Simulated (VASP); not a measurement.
# BaHg (Pm-3m) in VASP: notebook

Runs on BaHg. Level: LDA. Tasks: single point.

Program: VASP 6.6.1. These are calculated values, not measurements. Logs are shortened: lines on timing, memory, paths and dates and some standing lists are left out, and cuts for length are marked.

## Step 1: The cell of the first run

Symmetry: Pm-3m, No. 221, cubic system. The conventional cell has a = 4.179 Å, b = 4.179 Å, c = 4.179 Å, α = 90.00°, β = 90.00°, γ = 90.00°. Ba (site symmetry m-3m) has 8 Hg at 3.62 Å and 6 Ba at 4.18 Å within 4.8 Å. Hg (site symmetry m-3m) has 8 Ba at 3.62 Å and 6 Hg at 4.18 Å within 4.8 Å.

## Step 2: Single point, LDA

The input, INCAR:

```
SYSTEM = BaHg
ALGO     = Normal         ! electronic algorithm
EDIFF    = 1E-6           ! SCF threshold, eV
ENCUT    = 500            ! plane-wave cutoff, eV
GGA_COMPAT= .FALSE.      
ISIF     = 2              ! what is computed and relaxed
ISMEAR   = -1             ! smearing method
LASPH    = .TRUE.         ! aspherical terms in the spheres
LCHARG   = .TRUE.         ! write CHGCAR
LELF     = .TRUE.         ! ELF
LREAL    = .FALSE.        ! projectors in reciprocal space
LVHAR    = .TRUE.       
LWAVE    = .FALSE.        ! write WAVECAR
NBANDS   = 18             ! bands
NELM     = 120            ! most SCF steps
PREC     = Accurate       ! precision mode
SIGMA    = 0.1            ! smearing width, eV
```

The input, KPOINTS:

```
k-points
0
G
  5 5 5
  0 0 0
```

The input, POSCAR:

```
BaHg
1.0
    4.1787600000      0.0000000000      0.0000000000
    0.0000000000      4.1787600000      0.0000000000
    0.0000000000      0.0000000000      4.1787600000
Ba Hg
1 1
Direct
    0.0000000000      0.0000000000      0.0000000000
    0.5000000000      0.5000000000      0.5000000000
```

Potentials or basis: VASP PAW LDA potentials, release 64 (Ba_sv, Hg).

Started as:

```
cat potpaw_LDA.64/Ba_sv/POTCAR potpaw_LDA.64/Hg/POTCAR > POTCAR
mpirun -np 1 vasp_std > vasp.out
```

OUTCAR:

```text
SYSTEM = BaHg
   EDIFF = 1E-6
   ENCUT = 500
   ISIF = 2
   ISMEAR = -1
   LASPH = .TRUE.
   LREAL = .FALSE.
   NELM = 120
   PREC = Accurate

 ion  position               nearest neighbor table
   1  0.000  0.000  0.000-   2 3.62   2 3.62   2 3.62   2 3.62   2 3.62   2 3.62   2 3.62   2 3.62

   2  0.500  0.500  0.500-   1 3.62   1 3.62   1 3.62   1 3.62   1 3.62   1 3.62   1 3.62   1 3.62

  LATTYP: Found a simple cubic cell.
 ALAT       =     4.1787600000

  Lattice vectors:

 A1 = (   4.1787600000,   0.0000000000,   0.0000000000)
 A2 = (   0.0000000000,   4.1787600000,   0.0000000000)
 A3 = (   0.0000000000,   0.0000000000,   4.1787600000)

Analysis of symmetry for initial positions (statically):
=====================================================================
 Subroutine PRICEL returns:
 Original cell was already a primitive cell.

 Routine SETGRP: Setting up the symmetry group for a
 simple cubic supercell.

 Subroutine GETGRP returns: Found 48 space group operations
 (whereof 48 operations were pure point group operations)
 out of a pool of 48 trial point group operations.

The static configuration has the point symmetry O_h .

Analysis of symmetry for dynamics (positions and initial velocities):
=====================================================================
 Subroutine PRICEL returns:
 Original cell was already a primitive cell.

 Routine SETGRP: Setting up the symmetry group for a
 simple cubic supercell.

 Subroutine GETGRP returns: Found 48 space group operations
 (whereof 48 operations were pure point group operations)
 out of a pool of 48 trial point group operations.

The dynamic configuration has the point symmetry O_h .

 Subroutine INISYM returns: Found 48 space group operations
 (whereof 48 operations are pure point group operations),
 and found     1 'primitive' translations

----------------------------------------------------------------------------------------

                                     Primitive cell

  volume of cell :      72.9697

  direct lattice vectors                    reciprocal lattice vectors
     4.178760000  0.000000000  0.000000000     0.239305440  0.000000000  0.000000000
     0.000000000  4.178760000  0.000000000     0.000000000  0.239305440  0.000000000
     0.000000000  0.000000000  4.178760000     0.000000000  0.000000000  0.239305440

  length of vectors
     4.178760000  4.178760000  4.178760000     0.239305440  0.239305440  0.239305440

  position of ions in fractional coordinates (direct lattice)
     0.000000000  0.000000000  0.000000000
     0.500000000  0.500000000  0.500000000

  ion indices of the primitive-cell ions
   primitive index   ion index
                 1           1
                 2           2

----------------------------------------------------------------------------------------

 KPOINTS: k-points

Automatic generation of k-mesh.
 Grid dimensions read from file:
 generate k-points for:    5    5    5

 Generating k-lattice:

  Cartesian coordinates                     Fractional coordinates (reciprocal lattice)
     0.047861088  0.000000000  0.000000000     0.200000000  0.000000000  0.000000000
     0.000000000  0.047861088  0.000000000     0.000000000  0.200000000  0.000000000
     0.000000000  0.000000000  0.047861088     0.000000000  0.000000000  0.200000000

  Length of vectors
     0.047861088  0.047861088  0.047861088

  Shift w.r.t. Gamma in fractional coordinates (k-lattice)
     0.000000000  0.000000000  0.000000000

 Subroutine IBZKPT returns following result:
 ===========================================

 Found     10 irreducible k-points:

 Following reciprocal coordinates:
            Coordinates               Weight
  0.000000  0.000000  0.000000      1.000000
  0.200000  0.000000  0.000000      6.000000
  0.400000  0.000000  0.000000      6.000000
  0.200000  0.200000  0.000000     12.000000
  0.400000  0.200000  0.000000     24.000000
  0.400000  0.400000  0.000000     12.000000
  0.200000  0.200000  0.200000      8.000000
  0.400000  0.200000  0.200000     24.000000
  0.400000  0.400000  0.200000     24.000000
  0.400000  0.400000  0.400000      8.000000
   k-points           NKPTS =     10   k-points in BZ     NKDIM =     10   number of bands    NBANDS=     18
   number of dos      NEDOS =    301   number of ions     NIONS =      2
   total plane-waves  NPLWV =  27000
   dimension x,y,z NGX =    30 NGY =   30 NGZ =   30
   dimension x,y,z NGXF=    60 NGYF=   60 NGZF=   60
   ions per type =               1   1
   NGX,Y,Z   is equivalent  to a cutoff of  11.94, 11.94, 11.94 a.u.
   NGXF,Y,Z  is equivalent  to a cutoff of  23.87, 23.87, 23.87 a.u.
 SYSTEM =  BaHg
   PREC   = accura    normal or accurate (medium, high low for compatibility)
   ISTART =      0    job   : 0-new  1-cont  2-samecut
   ICHARG =      2    charge: 1-file 2-atom 10-const
   ISPIN  =      1    spin polarized calculation?
   LNONCOLLINEAR =      F non collinear calculations
   LSORBIT =      F    spin-orbit coupling
   LASPH  =      T    aspherical Exc in radial PAW
   ENCUT  =  500.0 eV  36.75 Ry    6.06 a.u.   7.62  7.62  7.62*2*pi/ulx,y,z
   NELM   =    120;   NELMIN=  2; NELMDL= -5     # of ELM steps
   EDIFF  = 0.1E-05   stopping-criterion for ELM
   LREAL  =      F    real-space projection
   EDIFFG = 0.1E-04   stopping-criterion for IOM
   NSW    =      0    number of steps for IOM
   IBRION =     -1    ionic relax: 0-MD 1-quasi-New 2-CG
   NFREE  =      0    steps in history (QN), initial steepest desc. (CG)
   ISIF   =      2    stress and relaxation
   ISYM   =      2    0-nonsym 1-usesym 2-fastsym
   POTIM  = 0.5000    time-step for ionic-motion
   TEBEG  =    0.0;   TEEND  =   0.0 temperature during run
   PSTRESS=    0.0 pullay stress
   NELECT =      22.0000    total number of electrons
   NUPDOWN=      -1.0000    fix difference up-down
   EMIN   =  10.00;   EMAX   =-10.00  energy-range for DOS
   EFERMI =   0.00;   METHOD = LEGACY
   ISMEAR =    -1;   SIGMA  =   0.10  broadening in eV -4-tet -1-fermi 0-gaus
   EFERMI_NEDOS =   21; number of points for ismear=-14 and -15
   IALGO  =     38    algorithm
   IMIX   =      4    mixing-type and parameters
     AMIX     =   0.40;   BMIX     =  1.00
     AMIX_MAG =   1.60;   BMIX_MAG =  1.00
  volume/ion in A,a.u.               =      36.48       246.21
  Fermi-wavevector in a.u.,A,eV,Ry     =   1.097745  2.074438 16.395632  1.205045
  Thomas-Fermi vector in A             =   2.234111
   LORBIT       =      0    0 simple, 1 ext, 2 COOP (PROOUT), +10 PAW based schemes
   GGA     = CA    functional components
   LHFCALC =     F    Hartree Fock is set to
   AEXX    =    0.0000 exact exchange contribution
   IVDW    =     0    specifies the selected vdW correction
   LEPSILON=     F    determine dielectric tensor
   LRPA    =     F    only Hartree local field effects (RPA)
 non-spin polarized calculation
  energy-cutoff  :      500.00
  volume of cell :       72.97
 maximum number of plane-waves:      1863
   NGX = 15   NGY = 15   NGZ = 15

 number of electron      22.0000000 magnetization

 Free energy of the ion-electron system (eV)
  ---------------------------------------------------
  ext. energy  EPLUGINS =         0.00000000
  ---------------------------------------------------
  free energy    TOTEN  =        -4.33443352 eV

  energy without entropy =       -4.27625045  energy(sigma->0) =       -4.30534198

 E-fermi :   2.4106     XC(G=0):  -9.3528

 val. band max:        2.3196008587   @ k =   0.4000   0.4000   0.2000
 cond. band min:       2.4934620924   @ k =   0.4000   0.4000   0.4000
 fundamental gap:      0.1738612337
 Fermi energy:         2.4105715135

 k-point     1 :       0.0000    0.0000    0.0000
  band No.  band energies     occupation
      1     -26.0024      2.00000
      2     -11.0320      2.00000
      3     -11.0320      2.00000
      4     -11.0320      2.00000
      5      -4.8209      2.00000
      6      -4.8209      2.00000
[... 10 lines left out ...]
     17       7.1312      0.00000
     18       7.1312      0.00000

 k-point     2 :       0.2000    0.0000    0.0000
  band No.  band energies     occupation
      1     -25.9906      2.00000
      2     -11.2369      2.00000
      3     -11.0203      2.00000
      4     -11.0203      2.00000
      5      -4.8034      2.00000
      6      -4.7277      2.00000
[... 10 lines left out ...]
     17       8.6116      0.00000
     18       8.6116      0.00000

 k-point     3 :       0.4000    0.0000    0.0000
  band No.  band energies     occupation
      1     -25.9712      2.00000
      2     -11.5398      2.00000
      3     -11.0012      2.00000
      4     -11.0012      2.00000
      5      -4.7747      2.00000
      6      -4.6048      2.00000
[... 10 lines left out ...]
     17       9.3904      0.00000
     18      10.3555      0.00000

 k-point     4 :       0.2000    0.2000    0.0000
  band No.  band energies     occupation
      1     -25.9790      2.00000
      2     -11.2363      2.00000
      3     -11.1875      2.00000
      4     -11.0050      2.00000
      5      -4.7602      2.00000
      6      -4.6756      2.00000
[... 10 lines left out ...]
     17       7.2314      0.00000
     18       9.4954      0.00000

 k-point     5 :       0.4000    0.2000    0.0000
  band No.  band energies     occupation
      1     -25.9602      2.00000
      2     -11.4989      2.00000
      3     -11.1707      2.00000
      4     -10.9802      2.00000
      5      -4.7374      2.00000
      6      -4.6749      2.00000
[... 10 lines left out ...]
     17       8.1583      0.00000
     18       9.8547      0.00000

 k-point     6 :       0.4000    0.4000    0.0000
  band No.  band energies     occupation
      1     -25.9422      2.00000
      2     -11.4378      2.00000
      3     -11.4208      2.00000
      4     -10.9457      2.00000
      5      -4.7718      2.00000
      6      -4.7265      2.00000
[... 10 lines left out ...]
     17       7.8152      0.00000
     18       8.4439      0.00000

 k-point     7 :       0.2000    0.2000    0.2000
  band No.  band energies     occupation
      1     -25.9677      2.00000
      2     -11.2197      2.00000
      3     -11.1736      2.00000
      4     -11.1736      2.00000
      5      -4.6756      2.00000
      6      -4.6756      2.00000
[... 10 lines left out ...]
     17       8.7141      0.00000
     18       8.7141      0.00000

 k-point     8 :       0.4000    0.2000    0.2000
  band No.  band energies     occupation
      1     -25.9492      2.00000
      2     -11.4657      2.00000
      3     -11.1514      2.00000
      4     -11.1509      2.00000
      5      -4.7189      2.00000
      6      -4.6670      2.00000
[... 10 lines left out ...]
     17       8.2464      0.00000
     18      10.2226      0.00000

 k-point     9 :       0.4000    0.4000    0.2000
  band No.  band energies     occupation
      1     -25.9313      2.00000
      2     -11.4160      2.00000
      3     -11.4053      2.00000
      4     -11.1188      2.00000
      5      -4.7410      2.00000
      6      -4.6738      2.00000
[... 10 lines left out ...]
     17       8.5212      0.00000
     18       9.6421      0.00000

 k-point    10 :       0.4000    0.4000    0.4000
  band No.  band energies     occupation
      1     -25.9134      2.00000
      2     -11.3806      2.00000
      3     -11.3800      2.00000
      4     -11.3800      2.00000
      5      -4.6835      2.00000
      6      -4.6303      2.00000
[... 10 lines left out ...]
     17       9.8135      0.00000
     18       9.8135      0.00000

------------------------ aborting loop because EDIFF is reached ----------------------------------------

  FORCE on cell =-STRESS in cart. coord.  units (eV):
  Direction    XX          YY          ZZ          XY          YZ          ZX
  --------------------------------------------------------------------------------------
  -------------------------------------------------------------------------------------
  Total       -1.1211944     -1.1211944     -1.1211944      0.0000000      0.0000000     -0.0000000
  in kB      -24.6177994    -24.6177994    -24.6177994      0.0000000      0.0000000     -0.0000000
  external PRESSURE =     -24.6177994 kB  Pullay stress =       0.0000000 kB

 VOLUME and BASIS-vectors are now :
 -----------------------------------------------------------------------------
  energy-cutoff  :      500.00
  volume of cell :       72.97
      direct lattice vectors                 reciprocal lattice vectors
     4.178760000  0.000000000  0.000000000     0.239305440  0.000000000  0.000000000
     0.000000000  4.178760000  0.000000000     0.000000000  0.239305440  0.000000000
     0.000000000  0.000000000  4.178760000     0.000000000  0.000000000  0.239305440

 POSITION                                       TOTAL-FORCE (eV/Angst)
 -----------------------------------------------------------------------------------
      0.00000      0.00000      0.00000         0.000000      0.000000      0.000000
      2.08938      2.08938      2.08938         0.000000      0.000000      0.000000
 -----------------------------------------------------------------------------------
    total drift:                                0.000000      0.000000      0.000000

  FREE ENERGIE OF THE ION-ELECTRON SYSTEM (eV)
  ---------------------------------------------------
  free  energy   TOTEN  =        -4.3344335209 eV

  energy  without entropy=       -4.2762504466  energy(sigma->0) =       -4.30534198
```

It took 13 s on 1 thread of Intel Xeon Platinum 8259CL at 2.50GHz (Skylake/Cascade Lake), shared host; peak memory 0.15 GiB.

What came out:

```yaml
Free_energy: -4.3344 eV
Pressure: -2.5 GPa
Band_gap_on_the_k_mesh: zero (bands 11 and 12 overlap by 1.67 eV)
```

Levels at points of the mesh, in eV from the Fermi level:
```csv
k point,band 9,band 10,band 11,band 12,band 13,band 14
"(0.00, 0.00, 0.00)",-7.02,-6.19,0.75,0.75,3.84,3.84
```

Caveat: spin-orbit coupling is left out, which moves the levels of the heavy elements.

(Continued in part 2 of 2.)

The gap in the log of VASP goes by the Fermi energy; the results here count the filled bands.